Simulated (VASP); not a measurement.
# Mg (P6_3/mmc) in VASP: a series of runs

The runs below take Mg through single point, relaxation of cell and atoms, with BLYP, RPBE, revPBE, r2SCAN.

Everything below comes from runs of VASP 6.6.1. Logs are shortened: lines on timing, memory, paths and dates and some standing lists are left out, and cuts for length are marked.

### 1 The cell of the first run

The structure is hexagonal, space group P6_3/mmc (No. 194). Conventional cell: a = 3.205 Å, b = 3.205 Å, c = 10.637 Å, α = 90.00°, β = 90.00°, γ = 120.00°. Within 4.2 Å of Mg (site symmetry -6m2) lie 12 Mg at 3.21 to 3.24 Å. Within 4.2 Å of Mg (site symmetry -3m) lie 12 Mg at 3.21 to 3.24 Å.

### 2 Single point, BLYP

File INCAR:

```
SYSTEM = Mg
AGGAC = 1.0
AGGAX = 1.0
ALDAC = 0.0
ALDAX = 1.0
ALGO = Normal
EDIFF = 1E-7
ENCUT = 520
GGA = B5
ISIF = 2
ISMEAR = -1
LASPH = .TRUE.
LCHARG = .FALSE.
LREAL = .FALSE.
LWAVE = .FALSE.
NBANDS = 12
NELM = 100
PREC = Accurate
SIGMA = 0.05
```

File KPOINTS:

```
k-points
0
G
  10 10 3
  0 0 0
```

File POSCAR:

```
Mg
1.0
    3.2054631222      0.0000000000      0.0000000000
   -1.6027315611      2.7760124948      0.0000000000
    0.0000000000      0.0000000000     10.6367065536
Mg
4
Direct
    0.6666666667      0.3333333333      0.7500000000
    0.0000000000      0.0000000000      0.5000000000
    0.3333333333      0.6666666667      0.2500000000
    0.0000000000      0.0000000000      0.0000000000
```

Potentials or basis: VASP PAW PBE potentials, release 64 (Mg).

Started as:

```sh
$ cat potpaw_PBE.64/Mg/POTCAR > POTCAR
$ mpirun -np 1 vasp_std > vasp.out
```

OUTCAR:

```text
SYSTEM = Mg
   EDIFF = 1E-7
   ENCUT = 520
   GGA = B5
   ISIF = 2
   ISMEAR = -1
   LASPH = .TRUE.
   LREAL = .FALSE.
   NELM = 100
   PREC = Accurate

 ion  position               nearest neighbor table
   1  0.667  0.333  0.750-   2 3.24   4 3.24   2 3.24   4 3.24   2 3.24   4 3.24
   2  0.000  0.000  0.500-   1 3.24   3 3.24   1 3.24   3 3.24   1 3.24   3 3.24
   3  0.333  0.667  0.250-   2 3.24   4 3.24   2 3.24   4 3.24   2 3.24   4 3.24
   4  0.000  0.000  0.000-   1 3.24   3 3.24   1 3.24   3 3.24   1 3.24   3 3.24

  LATTYP: Found a hexagonal cell.
 ALAT       =     3.2054631222
 C/A-ratio  =     3.3183057013

  Lattice vectors:

 A1 = (   3.2054631222,   0.0000000000,   0.0000000000)
 A2 = (  -1.6027315611,   2.7760124948,   0.0000000000)
 A3 = (   0.0000000000,   0.0000000000,  10.6367065536)

Analysis of symmetry for initial positions (statically):
=====================================================================
 Subroutine PRICEL returns:
 Original cell was already a primitive cell.

 Routine SETGRP: Setting up the symmetry group for a
 hexagonal supercell.

 Subroutine GETGRP returns: Found 24 space group operations
 (whereof 12 operations were pure point group operations)
 out of a pool of 24 trial point group operations.

The static configuration has the point symmetry D_3d.
 The point group associated with its full space group is D_6h.

Analysis of symmetry for dynamics (positions and initial velocities):
=====================================================================
 Subroutine PRICEL returns:
 Original cell was already a primitive cell.

 Routine SETGRP: Setting up the symmetry group for a
 hexagonal supercell.

 Subroutine GETGRP returns: Found 24 space group operations
 (whereof 12 operations were pure point group operations)
 out of a pool of 24 trial point group operations.

The dynamic configuration has the point symmetry D_3d.
 The point group associated with its full space group is D_6h.

 Subroutine INISYM returns: Found 24 space group operations
 (whereof 12 operations are pure point group operations),
 and found     1 'primitive' translations

----------------------------------------------------------------------------------------

                                     Primitive cell

  volume of cell :      94.6497

  direct lattice vectors                    reciprocal lattice vectors
     3.205463122  0.000000000  0.000000000     0.311967401  0.180114463  0.000000000
    -1.602731561  2.776012495  0.000000000     0.000000000  0.360228926  0.000000000
     0.000000000  0.000000000 10.636706554     0.000000000  0.000000000  0.094014063

  length of vectors
     3.205463122  3.205463122 10.636706554     0.360228926  0.360228926  0.094014063

  position of ions in fractional coordinates (direct lattice)
     0.666666667  0.333333333  0.750000000
     0.000000000  0.000000000  0.500000000
     0.333333333  0.666666667  0.250000000
     0.000000000  0.000000000  0.000000000

  ion indices of the primitive-cell ions
   primitive index   ion index
                 1           1
                 2           2
                 3           3
                 4           4

----------------------------------------------------------------------------------------

 KPOINTS: k-points

Automatic generation of k-mesh.
 Grid dimensions read from file:
 generate k-points for:   10   10    3

 Generating k-lattice:

  Cartesian coordinates                     Fractional coordinates (reciprocal lattice)
     0.031196740  0.018011446  0.000000000     0.100000000  0.000000000  0.000000000
     0.000000000  0.036022893  0.000000000     0.000000000  0.100000000  0.000000000
     0.000000000  0.000000000  0.031338021     0.000000000  0.000000000  0.333333333

  Length of vectors
     0.036022893  0.036022893  0.031338021

  Shift w.r.t. Gamma in fractional coordinates (k-lattice)
     0.000000000  0.000000000  0.000000000

 Subroutine IBZKPT returns following result:
 ===========================================

 Found     28 irreducible k-points:

 Following reciprocal coordinates:
            Coordinates               Weight
  0.000000  0.000000  0.000000      1.000000
  0.100000 -0.000000  0.000000      6.000000
  0.200000 -0.000000  0.000000      6.000000
  0.300000  0.000000  0.000000      6.000000
  0.400000  0.000000  0.000000      6.000000
  0.500000  0.000000  0.000000      3.000000
[... 16 lines left out ...]
  0.300000  0.100000  0.333333     24.000000
  0.400000  0.100000  0.333333     24.000000
 [... further k-points ...]
   k-points           NKPTS =     28   k-points in BZ     NKDIM =     28   number of bands    NBANDS=     12
   number of dos      NEDOS =    301   number of ions     NIONS =      4
   total plane-waves  NPLWV =  46080
   dimension x,y,z NGX =    24 NGY =   24 NGZ =   80
   dimension x,y,z NGXF=    48 NGYF=   48 NGZF=  160
   ions per type =               4
   NGX,Y,Z   is equivalent  to a cutoff of  12.45, 12.45, 12.50 a.u.
   NGXF,Y,Z  is equivalent  to a cutoff of  24.89, 24.89, 25.01 a.u.
 SYSTEM =  Mg
   PREC   = accura    normal or accurate (medium, high low for compatibility)
   ISTART =      0    job   : 0-new  1-cont  2-samecut
   ICHARG =      2    charge: 1-file 2-atom 10-const
   ISPIN  =      1    spin polarized calculation?
   LNONCOLLINEAR =      F non collinear calculations
   LSORBIT =      F    spin-orbit coupling
   LASPH  =      T    aspherical Exc in radial PAW
   ENCUT  =  520.0 eV  38.22 Ry    6.18 a.u.   5.96  5.96 19.78*2*pi/ulx,y,z
   NELM   =    100;   NELMIN=  2; NELMDL= -5     # of ELM steps
   EDIFF  = 0.1E-06   stopping-criterion for ELM
   LREAL  =      F    real-space projection
   EDIFFG = 0.1E-05   stopping-criterion for IOM
   NSW    =      0    number of steps for IOM
   IBRION =     -1    ionic relax: 0-MD 1-quasi-New 2-CG
   NFREE  =      0    steps in history (QN), initial steepest desc. (CG)
   ISIF   =      2    stress and relaxation
   ISYM   =      2    0-nonsym 1-usesym 2-fastsym
   POTIM  = 0.5000    time-step for ionic-motion
   TEBEG  =    0.0;   TEEND  =   0.0 temperature during run
   PSTRESS=    0.0 pullay stress
   NELECT =       8.0000    total number of electrons
   NUPDOWN=      -1.0000    fix difference up-down
   EMIN   =  10.00;   EMAX   =-10.00  energy-range for DOS
   EFERMI =   0.00;   METHOD = LEGACY
   ISMEAR =    -1;   SIGMA  =   0.05  broadening in eV -4-tet -1-fermi 0-gaus
   EFERMI_NEDOS =   21; number of points for ismear=-14 and -15
   IALGO  =     38    algorithm
   IMIX   =      4    mixing-type and parameters
     AMIX     =   0.40;   BMIX     =  1.00
     AMIX_MAG =   1.60;   BMIX_MAG =  1.00
  volume/ion in A,a.u.               =      23.66       159.68
  Fermi-wavevector in a.u.,A,eV,Ry     =   0.718453  1.357679  7.022983  0.516175
  Thomas-Fermi vector in A             =   1.807395
   LORBIT       =      0    0 simple, 1 ext, 2 COOP (PROOUT), +10 PAW based schemes
   GGA     = B5    functional components
   LHFCALC =     F    Hartree Fock is set to
   AEXX    =    0.0000 exact exchange contribution
   IVDW    =     0    specifies the selected vdW correction
   LEPSILON=     F    determine dielectric tensor
   LRPA    =     F    only Hartree local field effects (RPA)
 non-spin polarized calculation
  energy-cutoff  :      520.00
  volume of cell :       94.65
 maximum number of plane-waves:      2578
 NGX is ok and might be reduce to    24
   NGX = 11   NGY = 11   NGZ = 39

 number of electron       8.0000000 magnetization

 Free energy of the ion-electron system (eV)
  ---------------------------------------------------
  ext. energy  EPLUGINS =         0.00000000
  ---------------------------------------------------
  free energy    TOTEN  =        -2.97863544 eV

  energy without entropy =       -2.96375160  energy(sigma->0) =       -2.97119352

 E-fermi :   3.0475     XC(G=0):  -7.9533

 val. band max:        3.0089361348   @ k =   0.4000   0.2000   0.0000
 cond. band min:       3.0522718083   @ k =   0.3000   0.0000   0.0000
 fundamental gap:      0.0433356735
 Fermi energy:         3.0475355767

 k-point     1 :       0.0000    0.0000    0.0000
  band No.  band energies     occupation
      1      -3.8735      2.00000
      2      -2.5505      2.00000
      3      -2.5465      2.00000
      4       1.2648      2.00000
      5       1.3974      2.00000
      6       7.5196      0.00000
      7       7.5259      0.00000
      8      13.8929      0.00000
      9      13.8929      0.00000
     10      13.8999      0.00000
     11      13.8999      0.00000
     12      14.5957      0.00000

 k-point     2 :       0.1000   -0.0000    0.0000
  band No.  band energies     occupation
      1      -3.6778      2.00000
      2      -2.3574      2.00000
      3      -2.3534      2.00000
      4       1.4437      2.00000
      5       1.5896      2.00000
      6       7.6738      0.00000
      7       7.6874      0.00000
      8      11.1508      0.00000
      9      12.1788      0.00000
     10      12.2563      0.00000
     11      12.4205      0.00000
     12      13.3711      0.00000

 k-point     3 :       0.2000   -0.0000    0.0000
  band No.  band energies     occupation
      1      -3.0934      2.00000
      2      -1.7806      2.00000
      3      -1.7763      2.00000
      4       1.9802      2.00000
      5       2.1578      2.00000
      6       7.7607      0.00000
      7       8.0766      0.00000
      8       8.5955      0.00000
      9       9.3029      0.00000
     10       9.4725      0.00000
     11      11.2712      0.00000
     12      11.8454      0.00000
[... 286 lines left out ...]
 k-point    23 :       0.3000    0.1000    0.3333
  band No.  band energies     occupation
      1      -1.2161      2.00000
      2      -0.7843      2.00000
      3       0.9199      2.00000
      4       2.1657      2.00000
      5       4.3332      0.00000
      6       4.7344      0.00000
      7       5.6783      0.00000
      8       6.4344      0.00000
      9       7.4040      0.00000
     10       7.5588      0.00000
     11       8.4065      0.00000
     12       8.7167      0.00000

 k-point    24 :       0.4000    0.1000    0.3333
  band No.  band energies     occupation
      1       0.2947      2.00000
      2       0.7169      2.00000
      3       2.1222      2.00000
      4       2.2366      2.00000
      5       2.7756      1.99134
      6       3.6439      0.00001
      7       4.3708      0.00000
      8       5.5092      0.00000
      9       6.8523      0.00000
     10       7.6583      0.00000
     11       8.1775      0.00000
     12       8.7819      0.00000

 [... further k-points ...]
[... 5 lines left out ...]
  --------------------------------------------------------------------------------------
  -------------------------------------------------------------------------------------
  Total       -0.0296149     -0.0296149     -0.0094152     -0.0000000     -0.0000000      0.0000000
  in kB       -0.5013047     -0.5013047     -0.1593754     -0.0000000     -0.0000000      0.0000000
  external PRESSURE =      -0.3873282 kB  Pullay stress =       0.0000000 kB

 VOLUME and BASIS-vectors are now :
 -----------------------------------------------------------------------------
  energy-cutoff  :      520.00
  volume of cell :       94.65
      direct lattice vectors                 reciprocal lattice vectors
     3.205463122  0.000000000  0.000000000     0.311967401  0.180114463  0.000000000
    -1.602731561  2.776012495  0.000000000     0.000000000  0.360228926  0.000000000
     0.000000000  0.000000000 10.636706554     0.000000000  0.000000000  0.094014063

 POSITION                                       TOTAL-FORCE (eV/Angst)
 -----------------------------------------------------------------------------------
      1.60273      0.92534      7.97753        -0.000000      0.000000      0.000000
      0.00000      0.00000      5.31835         0.000000     -0.000000      0.000000
     -0.00000      1.85067      2.65918        -0.000000     -0.000000     -0.000000
      0.00000      0.00000      0.00000         0.000000     -0.000000      0.000000
 -----------------------------------------------------------------------------------
    total drift:                               -0.000000      0.000000      0.000000

  FREE ENERGIE OF THE ION-ELECTRON SYSTEM (eV)
  ---------------------------------------------------
  free  energy   TOTEN  =        -2.9786354379 eV

  energy  without entropy=       -2.9637515956  energy(sigma->0) =       -2.97119352
```

It took 36 s on 1 thread of Intel Xeon Platinum 8488C (Sapphire Rapids), shared host; peak memory 0.2 GiB.

What came out:

* Free energy: -2.9786 eV
* Pressure: 0.0 GPa
* Band gap on the k mesh: zero (band 4 reaches 3.58 eV, above the bottom of band 5 at 1.40 eV)

Caveat: the PAW data sets were made with another functional, which shifts forces and pressure a little.

[end of part 1 of 3]
